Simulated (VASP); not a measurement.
# CuI (F-43m) in VASP: single point with PBE-based global hybrid with 15 % exact exchange

Aim: the single point of CuI with PBE-based global hybrid with 15 % exact exchange.

Program: VASP 6.6.1. These are calculated values, not measurements. Logs are shortened: lines on timing, memory, paths and dates and some standing lists are left out, and cuts for length are marked.

## (1) The cell of the first run

It takes space group F-43m (No. 216, cubic). Conventional cell: a = 6.024 Å, b = 6.024 Å, c = 6.024 Å, α = 90.00°, β = 90.00°, γ = 90.00°. Cu (site symmetry -43m) has 4 I at 2.61 Å within 3.4 Å. Within 3.4 Å of I (site symmetry -43m) lie 4 Cu at 2.61 Å.

## (2) Single point, PBE-based global hybrid with 15 % exact exchange

Input file POSCAR:

```
CuI
1.0
    0.0000000000      3.0120291112      3.0120291112
    3.0120291112      0.0000000000      3.0120291112
    3.0120291112      3.0120291112      0.0000000000
Cu I
1 1
Direct
    0.0000000000      0.0000000000      0.0000000000
    0.2500000000      0.2500000000      0.2500000000
```

Input file INCAR.step1:

```
  ALGO = Normal
  EDIFF = 1E-5
  ENCUT = 520
  GGA = PE
  ISIF = 2
  ISMEAR = 0
  LASPH = T
  LCHARG = F
  LREAL = F
  LWAVE = T
  NBANDS = 16
  NELM = 60
  PREC = Accurate
  SIGMA = 0.01
```

Input file INCAR.step2:

```
  AEXX = 0.15
  ALGO = Normal
  EDIFF = 1E-6
  ENCUT = 520
  GGA = PE
  ISIF = 2
  ISMEAR = 0
  ISTART = 1
  LASPH = T
  LCHARG = F
  LHFCALC = T
  LREAL = F
  LWAVE = F
  NBANDS = 16
  NELM = 60
  PREC = Accurate
  PRECFOCK = Normal
  SIGMA = 0.01
```

Input file KPOINTS:

```
k-points
0
Gamma
  4 4 4
```

Potentials or basis: VASP PAW PBE potentials, release 64 (Cu, I).

Run with:

```bash
> cat potpaw_PBE.64/Cu/POTCAR potpaw_PBE.64/I/POTCAR > POTCAR
> cp INCAR.step1 INCAR
> mpirun -np 1 vasp_std > vasp.out
> cp INCAR.step2 INCAR
> mpirun -np 1 vasp_std > vasp.out
```

OUTCAR:

```text
AEXX = 0.15
   EDIFF = 1E-6
   ENCUT = 520
   GGA = PE
   ISIF = 2
   ISMEAR = 0
   ISTART = 1
   LASPH = T
   LHFCALC = T
   LREAL = F
   NELM = 60
   PREC = Accurate
   PRECFOCK = Normal

 ion  position               nearest neighbor table
   1  0.000  0.000  0.000-   2 2.61   2 2.61   2 2.61   2 2.61
   2  0.250  0.250  0.250-   1 2.61   1 2.61   1 2.61   1 2.61

  LATTYP: Found a face centered cubic cell.
 ALAT       =     6.0240582224

  Lattice vectors:

 A1 = (   0.0000000000,   3.0120291112,   3.0120291112)
 A2 = (   3.0120291112,   0.0000000000,   3.0120291112)
 A3 = (   3.0120291112,   3.0120291112,   0.0000000000)

Analysis of symmetry for initial positions (statically):
=====================================================================
 Subroutine PRICEL returns:
 Original cell was already a primitive cell.

 Routine SETGRP: Setting up the symmetry group for a
 face centered cubic supercell.

 Subroutine GETGRP returns: Found 24 space group operations
 (whereof 24 operations were pure point group operations)
 out of a pool of 48 trial point group operations.

The static configuration has the point symmetry T_d .

Analysis of symmetry for dynamics (positions and initial velocities):
=====================================================================
 Subroutine PRICEL returns:
 Original cell was already a primitive cell.

 Routine SETGRP: Setting up the symmetry group for a
 face centered cubic supercell.

 Subroutine GETGRP returns: Found 24 space group operations
 (whereof 24 operations were pure point group operations)
 out of a pool of 48 trial point group operations.

The dynamic configuration has the point symmetry T_d .

 Subroutine INISYM returns: Found 24 space group operations
 (whereof 24 operations are pure point group operations),
 and found     1 'primitive' translations

----------------------------------------------------------------------------------------

                                     Primitive cell

  volume of cell :      54.6522

  direct lattice vectors                    reciprocal lattice vectors
     0.000000000  3.012029111  3.012029111    -0.166001052  0.166001052  0.166001052
     3.012029111  0.000000000  3.012029111     0.166001052 -0.166001052  0.166001052
     3.012029111  3.012029111  0.000000000     0.166001052  0.166001052 -0.166001052

  length of vectors
     4.259652419  4.259652419  4.259652419     0.287522256  0.287522256  0.287522256

  position of ions in fractional coordinates (direct lattice)
     0.000000000  0.000000000  0.000000000
     0.250000000  0.250000000  0.250000000

  ion indices of the primitive-cell ions
   primitive index   ion index
                 1           1
                 2           2

----------------------------------------------------------------------------------------

 KPOINTS: k-points

Automatic generation of k-mesh.
 Grid dimensions read from file:
 generate k-points for:    4    4    4

 Generating k-lattice:

  Cartesian coordinates                     Fractional coordinates (reciprocal lattice)
    -0.041500263  0.041500263  0.041500263     0.250000000  0.000000000  0.000000000
     0.041500263 -0.041500263  0.041500263     0.000000000  0.250000000  0.000000000
     0.041500263  0.041500263 -0.041500263     0.000000000  0.000000000  0.250000000

  Length of vectors
     0.071880564  0.071880564  0.071880564

  Shift w.r.t. Gamma in fractional coordinates (k-lattice)
     0.000000000  0.000000000  0.000000000

 Subroutine IBZKPT returns following result:
 ===========================================

 Found      8 irreducible k-points:

 Following reciprocal coordinates:
            Coordinates               Weight
  0.000000  0.000000  0.000000      1.000000
  0.250000  0.000000  0.000000      8.000000
  0.500000  0.000000  0.000000      4.000000
  0.250000  0.250000  0.000000      6.000000
  0.500000  0.250000  0.000000     24.000000
 -0.250000  0.250000  0.000000     12.000000
  0.500000  0.500000  0.000000      3.000000
 -0.250000  0.500000  0.250000      6.000000
   k-points           NKPTS =      8   k-points in BZ     NKDIM =     64   number of bands    NBANDS=     16
   number of dos      NEDOS =    301   number of ions     NIONS =      2
   total plane-waves  NPLWV =  32768
   dimension x,y,z NGX =    32 NGY =   32 NGZ =   32
   dimension x,y,z NGXF=    64 NGYF=   64 NGZF=   64
   ions per type =               1   1
   NGX,Y,Z   is equivalent  to a cutoff of  12.49, 12.49, 12.49 a.u.
   NGXF,Y,Z  is equivalent  to a cutoff of  24.98, 24.98, 24.98 a.u.
 SYSTEM =  unknown system
   PREC   = accura    normal or accurate (medium, high low for compatibility)
   ISTART =      1    job   : 0-new  1-cont  2-samecut
   ICHARG =      0    charge: 1-file 2-atom 10-const
   ISPIN  =      1    spin polarized calculation?
   LNONCOLLINEAR =      F non collinear calculations
   LSORBIT =      F    spin-orbit coupling
   LASPH  =      T    aspherical Exc in radial PAW
   ENCUT  =  520.0 eV  38.22 Ry    6.18 a.u.   7.92  7.92  7.92*2*pi/ulx,y,z
   NELM   =     60;   NELMIN=  2; NELMDL=  0     # of ELM steps
   EDIFF  = 0.1E-05   stopping-criterion for ELM
   LREAL  =      F    real-space projection
   EDIFFG = 0.1E-04   stopping-criterion for IOM
   NSW    =      0    number of steps for IOM
   IBRION =     -1    ionic relax: 0-MD 1-quasi-New 2-CG
   NFREE  =      0    steps in history (QN), initial steepest desc. (CG)
   ISIF   =      2    stress and relaxation
   ISYM   =      3    0-nonsym 1-usesym 2-fastsym
   POTIM  = 0.5000    time-step for ionic-motion
   TEBEG  =    0.0;   TEEND  =   0.0 temperature during run
   PSTRESS=    0.0 pullay stress
   NELECT =      18.0000    total number of electrons
   NUPDOWN=      -1.0000    fix difference up-down
   EMIN   =  10.00;   EMAX   =-10.00  energy-range for DOS
   EFERMI =   0.00;   METHOD = LEGACY
   ISMEAR =     0;   SIGMA  =   0.01  broadening in eV -4-tet -1-fermi 0-gaus
   EFERMI_NEDOS =   21; number of points for ismear=-14 and -15
   IALGO  =     38    algorithm
   IMIX   =      1    mixing-type and parameters
     AMIX     =   0.40;   BMIX     =  1.00
     AMIX_MAG =   1.60;   BMIX_MAG =  1.00
  volume/ion in A,a.u.               =      27.33       184.41
  Fermi-wavevector in a.u.,A,eV,Ry     =   1.130568  2.136463 17.390734  1.278183
  Thomas-Fermi vector in A             =   2.267264
   LORBIT       =      0    0 simple, 1 ext, 2 COOP (PROOUT), +10 PAW based schemes
   GGA     = PE    functional components
   LHFCALC =     T    Hartree Fock is set to
   PRECFOCK=normal    Normal, Fast or Accurate (Low or Medium for compatibility)
   ENCUT4O =  -1.0   cutoff for four orbital integrals eV
   NKREDX  =     1    reduce k-point grid by
   NKREDY  =     1    reduce k-point grid by
   NKREDZ  =     1    reduce k-point grid by
   AEXX    =    0.1500 exact exchange contribution
   HFSCREEN=    0.0000 screening length (either q_TF or 0.3 A-1)
   HFSCREENC=   0.0000 screening length for correlation (either q_TF or 0.3 A-1)
   ENCUTFOCK=  -1.0 apply spherical cutoff to Coloumb kernel
   IVDW    =     0    specifies the selected vdW correction
   LEPSILON=     F    determine dielectric tensor
   LRPA    =     F    only Hartree local field effects (RPA)
 non-spin polarized calculation
 Gauss-broadening in eV      SIGMA  =   0.01
  energy-cutoff  :      520.00
  volume of cell :       54.65
 maximum number of plane-waves:      1480
  NGX = 24; NGY = 24; NGZ = 24

 number of electron      18.0000016 magnetization

 Free energy of the ion-electron system (eV)
  ---------------------------------------------------
  ext. energy  EPLUGINS =         0.00000000
  ---------------------------------------------------
  free energy    TOTEN  =        -6.37766536 eV

  energy without entropy =       -6.37766536  energy(sigma->0) =       -6.37766536

 E-fermi :   3.9086     XC(G=0):  -7.8710

 val. band max:        3.8510138584   @ k =   0.0000   0.0000   0.0000
 cond. band min:       6.3342321912   @ k =   0.0000   0.0000   0.0000
 fundamental gap:      2.4832183328
 Fermi energy:         3.9086340638

 k-point     1 :       0.0000    0.0000    0.0000
  band No.  band energies     occupation
      1     -10.7297      2.00000
      2      -0.0934      2.00000
      3      -0.0934      2.00000
      4      -0.0934      2.00000
      5       1.5249      2.00000
      6       1.5249      2.00000
[... 8 lines left out ...]
     15      14.8389      0.00000
     16      14.8389      0.00000

 k-point     2 :       0.2500    0.0000    0.0000
  band No.  band energies     occupation
      1     -10.4402      2.00000
      2      -0.9288      2.00000
      3      -0.0467      2.00000
      4      -0.0467      2.00000
      5       1.5148      2.00000
      6       1.5148      2.00000
[... 8 lines left out ...]
     15      13.9192      0.00000
     16      14.1268      0.00000

 k-point     3 :       0.5000    0.0000    0.0000
  band No.  band energies     occupation
      1     -10.1075      2.00000
      2      -1.8596      2.00000
      3      -0.0113      2.00000
      4      -0.0113      2.00000
      5       1.5507      2.00000
      6       1.5507      2.00000
[... 8 lines left out ...]
     15      16.2297      0.00000
     16      16.2297      0.00000

 k-point     4 :       0.2500    0.2500    0.0000
  band No.  band energies     occupation
      1     -10.3430      2.00000
      2      -0.9979      2.00000
      3      -0.0635      2.00000
      4      -0.0635      2.00000
      5       1.4298      2.00000
      6       1.5671      2.00000
[... 8 lines left out ...]
     15      15.4702      0.00000
     16      17.0914      0.00000

 k-point     5 :       0.5000    0.2500    0.0000
  band No.  band energies     occupation
      1     -10.0074      2.00000
      2      -1.5452      2.00000
      3      -0.4044      2.00000
      4      -0.0058      2.00000
      5       1.4599      2.00000
      6       1.5644      2.00000
[... 8 lines left out ...]
     15      16.3760      0.00000
     16      17.1910      0.00000

 k-point     6 :      -0.2500    0.2500    0.0000
  band No.  band energies     occupation
      1     -10.1198      2.00000
      2      -1.2997      2.00000
      3      -0.5144      2.00000
      4       0.0146      2.00000
      5       1.4808      2.00000
      6       1.5261      2.00000
[... 8 lines left out ...]
     15      15.6106      0.00000
     16      17.4119      0.00000

 k-point     7 :       0.5000    0.5000    0.0000
  band No.  band energies     occupation
      1      -9.8963      2.00000
      2      -1.8632      2.00000
      3       0.0038      2.00000
      4       0.0038      2.00000
      5       1.5102      2.00000
      6       1.6099      2.00000
[... 8 lines left out ...]
     15      16.5950      0.00000
     16      17.3888      0.00000

 k-point     8 :      -0.2500    0.5000    0.2500
  band No.  band energies     occupation
      1      -9.8922      2.00000
      2      -1.3097      2.00000
      3      -0.8424      2.00000
      4      -0.0498      2.00000
      5       1.4542      2.00000
      6       1.5377      2.00000
[... 8 lines left out ...]
     15      16.9847      0.00000
     16      17.3721      0.00000

------------------------ aborting loop because EDIFF is reached ----------------------------------------

  FORCE on cell =-STRESS in cart. coord.  units (eV):
  Direction    XX          YY          ZZ          XY          YZ          ZX
  --------------------------------------------------------------------------------------
  -------------------------------------------------------------------------------------
  Total        0.4085358      0.4085358      0.4085358      0.0000000      0.0000000      0.0000000
  in kB       11.9765921     11.9765921     11.9765921      0.0000000      0.0000000      0.0000000
  external PRESSURE =      11.9765921 kB  Pullay stress =       0.0000000 kB

 VOLUME and BASIS-vectors are now :
 -----------------------------------------------------------------------------
  energy-cutoff  :      520.00
  volume of cell :       54.65
      direct lattice vectors                 reciprocal lattice vectors
     0.000000000  3.012029111  3.012029111    -0.166001052  0.166001052  0.166001052
     3.012029111  0.000000000  3.012029111     0.166001052 -0.166001052  0.166001052
     3.012029111  3.012029111  0.000000000     0.166001052  0.166001052 -0.166001052

 POSITION                                       TOTAL-FORCE (eV/Angst)
 -----------------------------------------------------------------------------------
      0.00000      0.00000      0.00000        -0.000000     -0.000000      0.000000
      1.50601      1.50601      1.50601         0.000000      0.000000     -0.000000
 -----------------------------------------------------------------------------------
    total drift:                                0.000361      0.000254      0.000235

  FREE ENERGIE OF THE ION-ELECTRON SYSTEM (eV)
  ---------------------------------------------------
  free  energy   TOTEN  =        -6.3776653603 eV

  energy  without entropy=       -6.3776653603  energy(sigma->0) =       -6.37766536
```

Run time: 5 min. Hardware: 1 thread of Intel Xeon Platinum 8375C at 2.90GHz (Ice Lake), shared host; peak memory 0.19 GiB.

Results:

| Property | Result |
| --- | --- |
| Free energy | -6.3777 eV |
| Pressure | 1.2 GPa |
| Band gap on the k mesh | 2.48 eV |

Caveat: the k points lie up to 0.45 Å⁻¹ apart; the PAW data sets were made with another functional, which shifts forces and pressure a little; spin-orbit coupling is left out, which moves the levels of the heavy elements.
